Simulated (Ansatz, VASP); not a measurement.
# GdO: VASP beside Ansatz

```
CELL_PARAMETERS angstrom
0.00000 2.64535 2.64535
2.64535 0.00000 2.64535
2.64535 2.64535 0.00000
ATOMIC_POSITIONS crystal
Gd 0.00000 0.00000 0.00000
O 0.75000 0.75000 0.75000
```

Change from the starting cell: volume scaled by 0.9405.

Alike in both runs: task single point; functional PBE; k mesh 12 × 12 × 12; occupations fermi-dirac, width 0.08 eV; collinear spin.

```csv
,VASP,Ansatz
version,VASP 6.6.1,Ansatz 0.2.0
potentials or method,"VASP PAW PBE potentials, release 64 (Gd, O), cutoff 520 eV","all-electron LAPW, scalar-relativistic"
```

VASP gave:

```
pressure (GPa)                                                : 6.1
net moment per atom (μB)                                      : 3.77
size of the moment on the site where the two differ most (μB) : 6.87
```

Question: Estimate Ansatz's values.

Answer: Pressure (GPa): 5.9; net moment per atom (μB): 3.76; size of the moment on the site where the two differ most (μB): 7.00.

Site moments also hang on the region over which each program counts them. Ansatz ran all-electron here, and VASP with PAW potentials.

Neither program's run includes spin-orbit coupling.
